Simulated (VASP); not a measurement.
## Ga4P4H9: single point with PBE

System: Ga4P4H9, a wire with vacuum.

```
Ga P H
1.0
    17.60000    0.00000    0.00000
     0.00000   17.90000    0.00000
     0.00000    0.00000    5.50507
Ga P H
8 8 18
Cartesian
  9.4448 9.5948 0.0000
  9.4448 6.8423 2.7525
  9.4448 12.3474 2.7525
  6.6923 9.5948 2.7525
  12.1974 9.5948 2.7525
  6.6923 6.8423 0.0000
  6.6923 12.3474 0.0000
  12.1974 6.8423 0.0000
  5.3160 10.9711 4.1288
  10.8211 5.4660 4.1288
  10.8211 10.9711 4.1288
  5.3160 8.2186 1.3763
  10.8211 8.2186 1.3763
  8.0686 5.4660 1.3763
  8.0686 10.9711 1.3763
  8.0686 8.2186 4.1288
  4.4962 10.1513 4.9486
  4.4962 11.7909 3.3090
  10.0013 4.6462 4.9486
  11.6409 4.6462 3.3090
  11.6409 11.7909 4.9486
  10.3513 13.2538 1.8461
  8.5384 13.2538 3.6590
  4.4962 9.0384 0.5564
  4.4962 7.3987 2.1961
  13.1038 10.5013 1.8461
  13.1038 8.6884 3.6590
  8.8884 4.6462 0.5564
  7.2487 4.6462 2.1961
  5.7859 5.9359 4.5986
  5.7859 13.2538 0.9064
  7.5987 13.2538 4.5986
  13.1038 5.9359 0.9064
  13.1038 7.7487 4.5986
```

```yaml
Program: VASP 6.6.1
Task: single point
Functional: PBE
Potentials_or_basis: VASP PAW PBE potentials, release 64 (Ga_d, P, H)
Cutoff: 520 eV
k_mesh: 1 × 1 × 6
Occupations: gaussian, width 0.05 eV
Spin: no spin polarisation
```

The largest force is 1.267 eV/Å and the band gap on the k mesh is 1.33 eV (least direct gap 1.35 eV).

Forces in eV/Å, atoms in the order of the input:
```
Ga   0.416  0.418  0.433
Ga   0.465  0.504 -0.226
Ga   0.513  0.986 -0.126
Ga   0.503  0.469 -0.226
Ga   0.985  0.515 -0.126
Ga  -0.119 -0.117 -0.874
Ga  -0.052  0.990  0.790
Ga   0.987 -0.050  0.790
P    0.791  0.087 -0.012
P    0.086  0.795 -0.012
P   -0.562 -0.562 -0.319
P    0.742 -0.277  0.437
P   -0.596 -0.479 -0.032
P   -0.276  0.745  0.437
P   -0.477 -0.596 -0.031
P   -0.351 -0.354  0.238
H   -0.494  0.270 -0.459
H   -0.256 -0.258  0.145
H    0.270 -0.495 -0.458
H   -0.257 -0.256  0.145
H   -0.077 -0.077  0.048
H    0.223 -0.254 -0.320
H    0.304 -0.110 -0.443
H   -0.307 -0.407  0.248
H   -0.317  0.146 -0.254
H   -0.252  0.222 -0.320
H   -0.108  0.304 -0.443
H   -0.406 -0.308  0.248
H    0.147 -0.318 -0.253
H   -0.090 -0.091 -0.001
H   -0.442 -0.251  0.281
H   -0.411 -0.334  0.208
H   -0.248 -0.444  0.282
H   -0.333 -0.412  0.208
```

Levels at points of the mesh, in eV from the valence-band top:
```
           k point  band 78  band 79  band 80  band 81  band 82  band 83  band 84  band 85
(0.00, 0.00, 0.00)    -1.50    -1.28    -0.25    -0.05     1.47     1.85     1.89     1.95
(0.00, 0.00, 0.50)    -1.58    -1.39    -0.39    -0.02     1.33     1.67     2.13     2.17
```

Run time: 44 min on 1 thread of Oxide Virtual Turin-like Processor, with other jobs on the host, peak memory 1.7 GiB.
